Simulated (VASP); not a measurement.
Input of a VASP 6.6.1 run:

Contents of INCAR:

```
SYSTEM = BaTiO3
  PREC = Accurate
  ENCUT = 520
  EDIFF = 1E-6
  ISMEAR = 0
  SIGMA = 0.05
  LREAL = .FALSE.
  LASPH = .TRUE.
  NELM = 150
  ALGO = Normal
  ISIF = 2
  LWAVE = .FALSE.
  LCHARG = .FALSE.
  LMAXMIX = 4
  LDAU = .TRUE.
  LDAUTYPE = 2
  LDAUL = -1 2 -1
  LDAUU = 0 4 0
  LDAUJ = 0 0 0
  LDAUPRINT = 1
  GGA = PE
  NBANDS = 28
```

Contents of KPOINTS:

```
Automatic mesh
0
G
  8 8 8
  0 0 0
```

POSCAR

```
BaTiO3
1.0
    4.0288515454      0.0000000000      0.0000000000
    0.0000000000      4.0288515454      0.0000000000
    0.0000000000      0.0000000000      4.0288515454
Ba Ti O
1 1 3
Direct
    0.5002289314      0.5000000000      0.5000000000
    0.0084728830      0.0000000000      0.0000000000
    0.4862243621      0.0000000000      0.0000000000
   -0.0067695954      0.5000000000      0.0000000000
   -0.0067695954      0.0000000000      0.5000000000
```

Potentials or basis: VASP PAW PBE potentials, release 64 (Ba_sv, Ti_sv, O).

Command:

```sh
$ cat potpaw_PBE.64/Ba_sv/POTCAR potpaw_PBE.64/Ti_sv/POTCAR potpaw_PBE.64/O/POTCAR > POTCAR
$ mpirun -np 1 vasp_std > vasp.out
```

Problem. What does it give for the band gap on the k mesh?

Solution. 2.19 eV, indirect (least direct gap 2.46 eV).

Problem. What does it give for the largest force?

Solution. 0.277 eV/Å.

Problem. Estimate the pressure.

Solution. 4.0 GPa.

Stress tensor (GPa, compression positive):
```
4.80 0.00 0.00
0.00 3.59 0.00
0.00 0.00 3.59
```

Caveat: spin-orbit coupling is left out, which moves the levels of the heavy elements. A k mesh can miss the band edges.
